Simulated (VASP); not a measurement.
Input of a VASP 6.6.1 run:

File INCAR:

```
SYSTEM = LiF
  ALGO = Normal
  EDIFF = 1E-7
  ENCUT = 520
  GGA = PE
  ISIF = 2
  ISMEAR = 0
  LASPH = .True.
  LCHARG = .True.
  LELF = .True.
  LREAL = .False.
  LVHAR = .True.
  LWAVE = .False.
  NBANDS = 12
  NELM = 80
  PREC = Accurate
  SIGMA = 0.05
```

Contents of KPOINTS:

```
k-points
0
Gamma
  10 10 10
  0 0 0
```

Contents of POSCAR:

```
LiF
1.0
    0.0000000000      2.0140000000      2.0945600000
    2.0140000000      0.0000000000      2.0945600000
    2.0140000000      2.0140000000      0.0000000000
Li F
1 1
Direct
    0.0000000000      0.0000000000      0.0000000000
    0.5000000000      0.5000000000      0.5000000000
```

Potentials or basis: VASP PAW PBE potentials, release 64 (Li_sv, F).

Command:

```bash
$ cat potpaw_PBE.64/Li_sv/POTCAR potpaw_PBE.64/F/POTCAR > POTCAR
$ mpirun -np 1 vasp_std > vasp.out
```

Task: Estimate the band gap on the k mesh.

Result: 8.69 eV, direct.

Caveat: the cell differs from its parent crystal (strain +0.000 along x and y, +0.040 along z). A k mesh can miss the band edges.
